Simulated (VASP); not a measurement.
# SiNi (Pmmn) in VASP: further runs, part 2 of 2

VASP 6.6.1.

## Step 4: Relaxation of cell and atoms, PBEsol, collinear spin, ferromagnetic start

Input file INCAR:

```
SYSTEM = SiNi
PREC = Accurate
ENCUT = 600
EDIFF = 1E-6
ISMEAR = -1
SIGMA = 0.05
LREAL = .FALSE.
LASPH = .TRUE.
NELM = 150
ALGO = Normal
ISIF = 3
LWAVE = .FALSE.
LCHARG = .FALSE.
ISPIN = 2
MAGMOM = 1 1 0 0
LORBIT = 11
LMAXMIX = 4
GGA = PS
IBRION = 2
NSW = 60
EDIFFG = -0.01
```

Input file KPOINTS:

```
Automatic mesh
0
G
  9 8 6
  0 0 0
```

Input file POSCAR:

```
SiNi
1.0
    2.9427706600      0.0000000000      0.0000000000
    0.0000000000      3.2803255400      0.0000000000
    0.0000000000      0.0000000000      4.6774467600
Ni Si
2 2
Direct
    0.5000000000      0.5000000000      0.3424955900
    0.0000000000      0.0000000000      0.6575044100
    0.5000000000      0.5000000000      0.8431431600
    0.0000000000      0.0000000000      0.1568568400
```

Potentials or basis: VASP PAW PBE potentials, release 64 (Ni, Si).

The run is started by

```sh
> cat potpaw_PBE.64/Ni/POTCAR potpaw_PBE.64/Si/POTCAR > POTCAR
> mpirun -np 1 vasp_std > vasp.out
```

OUTCAR:

```text
SYSTEM = SiNi
   PREC = Accurate
   ENCUT = 600
   EDIFF = 1E-6
   ISMEAR = -1
   LREAL = .FALSE.
   LASPH = .TRUE.
   NELM = 150
   ISIF = 3
   ISPIN = 2
   LORBIT = 11
   GGA = PS
   IBRION = 2
   NSW = 60
   EDIFFG = -0.01

 ion  position               nearest neighbor table
   1  0.500  0.500  0.342-   3 2.34   3 2.34   4 2.37   4 2.37   4 2.37   4 2.37   2 2.65   2 2.65
                             2 2.65   2 2.65
   2  0.000  0.000  0.658-   4 2.34   4 2.34   3 2.37   3 2.37   3 2.37   3 2.37   1 2.65   1 2.65
                             1 2.65   1 2.65
   3  0.500  0.500  0.843-   1 2.34   1 2.34   2 2.37   2 2.37   2 2.37   2 2.37   4 2.65   4 2.65
                             4 2.65   4 2.65
   4  0.000  0.000  0.157-   2 2.34   2 2.34   1 2.37   1 2.37   1 2.37   1 2.37   3 2.65   3 2.65
                             3 2.65   3 2.65

  LATTYP: Found a simple orthorhombic cell.
 ALAT       =     2.9427706600
 B/A-ratio  =     1.1147064855
 C/A-ratio  =     1.5894703667

  Lattice vectors:

 A1 = (   2.9427706600,   0.0000000000,   0.0000000000)
 A2 = (   0.0000000000,   3.2803255400,   0.0000000000)
 A3 = (   0.0000000000,   0.0000000000,   4.6774467600)

[... 421 lines left out ...]
      3       4.9298      1.00000
      4       7.2897      1.00000
      5       7.7971      1.00000
      6       8.5994      1.00000
[... 517 lines left out ...]
     18      13.3690      0.00000
     19      16.6747      0.00000

 [... further k-points ...]

 spin component 2

 k-point     1 :       0.0000    0.0000    0.0000
  band No.  band energies     occupation
      1      -2.5067      1.00000
      2       3.3041      1.00000
      3       4.9298      1.00000
      4       7.2897      1.00000
      5       7.7971      1.00000
      6       8.5994      1.00000
[... 550 lines left out ...]
  FREE ENERGIE OF THE ION-ELECTRON SYSTEM (eV)
  ---------------------------------------------------
  free  energy   TOTEN  =       -25.9708856788 eV

  energy  without entropy=      -25.9630231375  energy(sigma->0) =      -25.96695441

 reached required accuracy - stopping structural energy minimisation

 total charge

# of ion       s       p       d       tot
------------------------------------------
    1        0.489   0.629   8.482   9.601
    2        0.489   0.629   8.482   9.601
    3        0.748   0.866   0.000   1.614
    4        0.748   0.866   0.000   1.614
--------------------------------------------------
tot          2.474   2.991  16.965  22.430

 magnetization (x)

# of ion       s       p       d       tot
------------------------------------------
    1        0.000  -0.000   0.000   0.000
    2        0.000  -0.000   0.000   0.000
    3       -0.000  -0.000   0.000  -0.000
    4       -0.000  -0.000   0.000  -0.000
--------------------------------------------------
tot          0.000  -0.000   0.000  -0.000
```

Run time: 8.4 min. Hardware: 1 thread of Oxide Virtual Turin-like, shared host; peak memory 0.27 GiB.

What came out:

```yaml
Free_energy: -25.9709 eV
Relaxed_volume: 11.32 Å³/atom
Relaxed_cell: a = 2.947 Å, b = 3.290 Å, c = 4.670 Å, α = 90.00°, β = 90.00°, γ = 90.00°
Space_group_after_relaxing_to_0.1_Å: Pmmn (No. 59)
Energy_gained_by_relaxing: 0.3 meV/atom
Ionic_steps: 6
Pressure_after_relaxing: 0.0 GPa
Largest_force_after_relaxing: 0.004 eV/Å
Band_gap_on_the_k_mesh: zero (filled and empty bands overlap)
Net_moment: 0.00 μB per cell
Valence_electrons_inside_the_program's_atomic_spheres: Ni 9.60; Si 1.61
```

Forces on the atoms (eV/Å):
```
Ni   0.000  0.000  0.003
Ni   0.000  0.000 -0.003
Si   0.000  0.000  0.004
Si   0.000  0.000 -0.004
```

Stress tensor (GPa, compression positive):
```
-0.08  0.00  0.00
 0.00  0.09  0.00
 0.00  0.00 -0.01
```

Step by step:
| step | energy change (eV) | largest force (eV/Å) | pressure (GPa) | volume (Å³) |
| --- | --- | --- | --- | --- |
| 1 | 0.0000 | 0.0936 | 0.37 | 45.15 |
| 2 | -0.0011 | 0.0098 | -0.25 | 45.32 |
| 3 | -0.0011 | 0.0078 | -0.22 | 45.33 |
| 4 | -0.0012 | 0.0116 | 0.06 | 45.24 |
| 5 | -0.0012 | 0.0065 | 0.08 | 45.26 |
| 6 | -0.0012 | 0.0039 | 0.00 | 45.27 |

Final structure:
```xyz
4
Lattice="2.9470 0.0000 0.0000 0.0000 3.2897 0.0000 0.0000 0.0000 4.6697" Properties=species:S:1:pos:R:3 pbc="T T T"
Ni    1.4735    1.6449    1.6028
Ni    0.0000    0.0000    3.0668
Si    1.4735    1.6449    3.9321
Si    0.0000    0.0000    0.7376
```

Caveat: the PAW data sets were made with another functional, which shifts forces and pressure a little.

## Step 5: Relaxation of cell and atoms, PBEsol, collinear spin, ferromagnetic start

Input file INCAR:

```
SYSTEM = SiNi
ALGO = Normal
EDIFF = 1E-7
EDIFFG = -0.02
ENCUT = 600
GGA = PS
IBRION = 2
ISIF = 3
ISMEAR = -1
ISPIN = 2
LASPH = .True.
LCHARG = .False.
LMAXMIX = 4
LORBIT = 11
LREAL = .False.
LWAVE = .False.
MAGMOM = 1 1 0 0
NELM = 150
NSW = 80
PREC = Accurate
SIGMA = 0.05
```

Input file KPOINTS:

```
k-points
0
Gamma
  9 8 6
  0 0 0
```

POSCAR is that of step 4.

Potentials or basis: VASP PAW PBE potentials, release 64 (Ni, Si).

The run is started by

```sh
> cat potpaw_PBE.64/Ni/POTCAR potpaw_PBE.64/Si/POTCAR > POTCAR
> mpirun -np 1 vasp_std > vasp.out
```

OUTCAR:

```text
SYSTEM = SiNi
   EDIFF = 1E-7
   EDIFFG = -0.02
   ENCUT = 600
   GGA = PS
   IBRION = 2
   ISIF = 3
   ISMEAR = -1
   ISPIN = 2
   LASPH = .True.
   LORBIT = 11
   LREAL = .False.
   NELM = 150
   NSW = 80
   PREC = Accurate

 ion  position               nearest neighbor table
   1  0.500  0.500  0.342-   3 2.34   3 2.34   4 2.37   4 2.37   4 2.37   4 2.37   2 2.65   2 2.65
                             2 2.65   2 2.65
   2  0.000  0.000  0.658-   4 2.34   4 2.34   3 2.37   3 2.37   3 2.37   3 2.37   1 2.65   1 2.65
                             1 2.65   1 2.65
   3  0.500  0.500  0.843-   1 2.34   1 2.34   2 2.37   2 2.37   2 2.37   2 2.37   4 2.65   4 2.65
                             4 2.65   4 2.65
   4  0.000  0.000  0.157-   2 2.34   2 2.34   1 2.37   1 2.37   1 2.37   1 2.37   3 2.65   3 2.65
                             3 2.65   3 2.65

  LATTYP: Found a simple orthorhombic cell.
 ALAT       =     2.9427706600
 B/A-ratio  =     1.1147064855
 C/A-ratio  =     1.5894703667

  Lattice vectors:

 A1 = (   2.9427706600,   0.0000000000,   0.0000000000)
 A2 = (   0.0000000000,   3.2803255400,   0.0000000000)
 A3 = (   0.0000000000,   0.0000000000,   4.6774467600)

Analysis of symmetry for initial positions (statically):
=====================================================================
 Subroutine PRICEL returns:
 Original cell was already a primitive cell.

 Routine SETGRP: Setting up the symmetry group for a
 simple orthorhombic supercell.

 Subroutine GETGRP returns: Found  8 space group operations
 (whereof  4 operations were pure point group operations)
 out of a pool of  8 trial point group operations.

The static configuration has the point symmetry C_2v.
 The point group associated with its full space group is D_2h.

Analysis of symmetry for dynamics (positions and initial velocities):
=====================================================================
 Subroutine PRICEL returns:
 Original cell was already a primitive cell.

 Routine SETGRP: Setting up the symmetry group for a
 simple orthorhombic supercell.
[... 160 lines left out ...]
 maximum number of plane-waves:      1531
 NGX is ok and might be reduce to    24
   NGX = 11   NGY = 13   NGZ = 19

--------------------------------------- Ionic step        1  -------------------------------------------

 number of electron      27.9999999 magnetization       0.0001004

 number of electron      27.9999999 magnetization      -0.0000036

 Free energy of the ion-electron system (eV)
  ---------------------------------------------------
  ext. energy  EPLUGINS =         0.00000000
  ---------------------------------------------------
  free energy    TOTEN  =       -25.96968918 eV

  energy without entropy =      -25.96144162  energy(sigma->0) =      -25.96556540

------------------------ aborting loop because EDIFF is reached ----------------------------------------

  FORCE on cell =-STRESS in cart. coord.  units (eV):
  Direction    XX          YY          ZZ          XY          YZ          ZX
  --------------------------------------------------------------------------------------
  -------------------------------------------------------------------------------------
  Total        0.1463157      0.2261822     -0.0495291      0.0000000      0.0000000      0.0000000
  in kB        5.1918143      8.0257718     -1.7574746      0.0000000      0.0000000      0.0000000
  external PRESSURE =       3.8200372 kB  Pullay stress =       0.0000000 kB
[... 147 lines left out ...]
 number of electron      27.9999998 magnetization       0.0000001

 number of electron      27.9999998 magnetization      -0.0000001

 Free energy of the ion-electron system (eV)
  ---------------------------------------------------
  ext. energy  EPLUGINS =         0.00000000
  ---------------------------------------------------
  free energy    TOTEN  =       -25.97088408 eV

  energy without entropy =      -25.96302705  energy(sigma->0) =      -25.96695557

 E-fermi :  11.6108     XC(G=0): -12.7068

 val. band max:       11.5572611716   @ k =   0.4444   0.3750   0.5000
 cond. band min:      11.6393964863   @ k =   0.4444   0.5000   0.3333
 fundamental gap:      0.0821353147
 Fermi energy:        11.6108263285

 spin component 1

 k-point     1 :       0.0000    0.0000    0.0000
  band No.  band energies     occupation
      1      -2.5054      1.00000
      2       3.3054      1.00000
      3       4.9311      1.00000
      4       7.2909      1.00000
      5       7.7992      1.00000
      6       8.6012      1.00000
[... 517 lines left out ...]
     18      13.3715      0.00000
     19      16.6776      0.00000

 [... further k-points ...]

 spin component 2

 k-point     1 :       0.0000    0.0000    0.0000
  band No.  band energies     occupation
      1      -2.5054      1.00000
      2       3.3054      1.00000
      3       4.9311      1.00000
      4       7.2909      1.00000
      5       7.7992      1.00000
      6       8.6012      1.00000
[... 550 lines left out ...]
  FREE ENERGIE OF THE ION-ELECTRON SYSTEM (eV)
  ---------------------------------------------------
  free  energy   TOTEN  =       -25.9708840832 eV

  energy  without entropy=      -25.9630270487  energy(sigma->0) =      -25.96695557

 reached required accuracy - stopping structural energy minimisation

 total charge

# of ion       s       p       d       tot
------------------------------------------
    1        0.489   0.629   8.483   9.601
    2        0.489   0.629   8.483   9.601
    3        0.748   0.866   0.000   1.614
    4        0.748   0.866   0.000   1.614
--------------------------------------------------
tot          2.474   2.992  16.965  22.431

 magnetization (x)

# of ion       s       p       d       tot
------------------------------------------
    1        0.000  -0.000   0.000   0.000
    2        0.000  -0.000   0.000   0.000
    3        0.000  -0.000   0.000  -0.000
    4        0.000  -0.000   0.000  -0.000
--------------------------------------------------
tot          0.000  -0.000   0.000   0.000
```

OSZICAR:

```text
N       E                     dE             d eps       ncg     rms          rms(c)
DAV:   1     0.150016998433E+03    0.15002E+03   -0.13987E+04  7600   0.195E+03
DAV:   2    -0.211358108811E+02   -0.17115E+03   -0.16512E+03  7609   0.333E+02
[... 43 lines left out ...]
DAV:   1    -0.259714406670E+02   -0.61887E-03   -0.84648E-03  8355   0.133E+00    0.213E-01
DAV:   2    -0.259718908562E+02   -0.45019E-03   -0.95964E-03  8622   0.189E+00    0.248E-01
DAV:   3    -0.259709085586E+02    0.98230E-03   -0.37772E-03  8497   0.123E+00    0.418E-02
DAV:   4    -0.259708884233E+02    0.20135E-04   -0.15361E-04  8002   0.987E-02    0.163E-02
DAV:   5    -0.259708841977E+02    0.42256E-05   -0.14909E-05 10434   0.655E-02    0.469E-03
DAV:   6    -0.259708840871E+02    0.11062E-06   -0.15329E-06  8195   0.105E-02    0.218E-03
DAV:   7    -0.259708840832E+02    0.38845E-08   -0.11213E-07  4088   0.592E-03
   5 F= -.25970884E+02 E0= -.25966956E+02  d E =-.108515E-03  mag=     0.0000
```

CONTCAR:

```text
SiNi
   1.00000000000000
     2.9468857683671619    0.0000000000000000    0.0000000000000000
     0.0000000000000000    3.2895695406622916    0.0000000000000000
     0.0000000000000000    0.0000000000000000    4.6693506255958486
  Ni              Si
     2     2
Direct
     0.5000000000000000    0.5000000000000000    0.3432635878384407
     0.0000000000000000    0.0000000000000000    0.6567364121615594
     0.5000000000000000    0.5000000000000000    0.8420180800876275
     0.0000000000000000    0.0000000000000000    0.1579819199123725

  0.00000000E+00  0.00000000E+00  0.00000000E+00
  0.00000000E+00  0.00000000E+00  0.00000000E+00
  0.00000000E+00  0.00000000E+00  0.00000000E+00
  0.00000000E+00  0.00000000E+00  0.00000000E+00
```

It took 12 min on 1 thread of Oxide Virtual Turin-like, shared host; peak memory 0.27 GiB.

What came out:

| Quantity | Value |
| --- | --- |
| Free energy | -25.9709 eV |
| Relaxed volume | 11.32 Å³/atom |
| Relaxed cell | a = 2.947 Å, b = 3.290 Å, c = 4.669 Å, α = 90.00°, β = 90.00°, γ = 90.00° |
| Space group after relaxing (to 0.1 Å) | Pmmn (No. 59) |
| Energy gained by relaxing | 0.3 meV/atom |
| Ionic steps | 5 |
| Pressure after relaxing | 0.0 GPa |
| Largest force after relaxing | 0.007 eV/Å |
| Band gap on the k mesh | zero (filled and empty bands overlap) |
| Net moment | 0.00 μB per cell |
| Valence electrons inside the program's atomic spheres | Ni 9.60; Si 1.61 |

Forces in eV/Å, atoms in the order of the input:
```
Ni   0.000  0.000  0.000
Ni   0.000  0.000  0.000
Si   0.000  0.000  0.007
Si   0.000  0.000 -0.007
```

Stress tensor (GPa, compression positive):
```
-0.07  0.00  0.00
 0.00  0.11  0.00
 0.00  0.00  0.01
```

The path:
```tsv
step	energy change (eV)	largest force (eV/Å)	pressure (GPa)	volume (Å³)
1	0.0000	0.0937	0.38	45.15
2	-0.0011	0.0101	-0.30	45.33
3	-0.0011	0.0105	-0.31	45.33
4	-0.0011	0.0208	0.28	45.22
5	-0.0012	0.0073	0.02	45.26
```

Final structure:
```
Ni Si
1.0
     2.94689    0.00000    0.00000
     0.00000    3.28957    0.00000
     0.00000    0.00000    4.66935
Ni Si
2 2
Direct
  0.50000 0.50000 0.34326
  0.00000 0.00000 0.65674
  0.50000 0.50000 0.84202
  0.00000 0.00000 0.15798
```

Levels at points of the mesh, in eV from the Fermi level:
Spin up:
```tsv
k point	band 12	band 13	band 14	band 15	band 16	band 17
(0.00, 0.00, 0.00)	-2.05	-2.04	-1.40	1.24	2.71	5.18
(0.00, 0.50, 0.00)	-2.27	-2.22	-2.22	1.16	1.16	4.99
(0.00, 0.00, 0.50)	-2.10	1.10	1.55	2.05	2.38	2.94
(0.00, 0.50, 0.50)	-2.07	-2.05	-2.05	5.26	5.26	5.42
```
Spin down:
```csv
k point,band 11,band 12,band 13,band 14,band 15,band 16,band 17,band 18
"(0.00, 0.00, 0.00)",-2.36,-2.05,-2.04,-1.40,1.24,2.71,5.18,5.56
"(0.00, 0.50, 0.00)",-2.27,-2.27,-2.22,-2.22,1.16,1.16,4.99,4.99
"(0.00, 0.00, 0.50)",-2.72,-2.10,1.10,1.55,2.05,2.38,2.94,3.65
"(0.00, 0.50, 0.50)",-2.07,-2.07,-2.05,-2.05,5.26,5.26,5.42,5.42
```

Caveat: the PAW data sets were made with another functional, which shifts forces and pressure a little.

## Step 6: Summary

| task | level | potentials or basis | cell | cutoff (eV) | gap on the mesh (eV) | pressure (GPa) | moment (μB) | relaxed volume (Å³/atom) | largest force (eV/Å) |
| --- | --- | --- | --- | --- | --- | --- | --- | --- | --- |
| single point | PBEsol | VASP PAW PBE potentials, release 64 (Ni, Si) | a = 2.944, b = 3.293, c = 4.665 Å, 4 atoms | 520 | none | 0.3 | 0.00 | - | 0.01 |
| relaxation of cell and atoms | LDA | VASP PAW LDA potentials, release 64 (Ni, Si) | relaxed from a = 2.943, b = 3.280, c = 4.677 Å, 4 atoms | 600 | none | 0.0 | 0.00 | 11.05 | - |
| relaxation of cell and atoms | PBEsol | VASP PAW PBE potentials, release 64 (Ni, Si) | relaxed from a = 2.943, b = 3.280, c = 4.677 Å, 4 atoms | 600 | none | 0.0 | 0.00 | 11.32 | 0.01 |

Alike in all rows: spin collinear, ferromagnetic start; k mesh 9 × 8 × 6; smearing fermi-dirac 0.05 eV.

Caveats: the PAW data sets were made with another functional, which shifts forces and pressure a little (at least some runs).

Absolute energies hang on the potentials; compare differences alone.
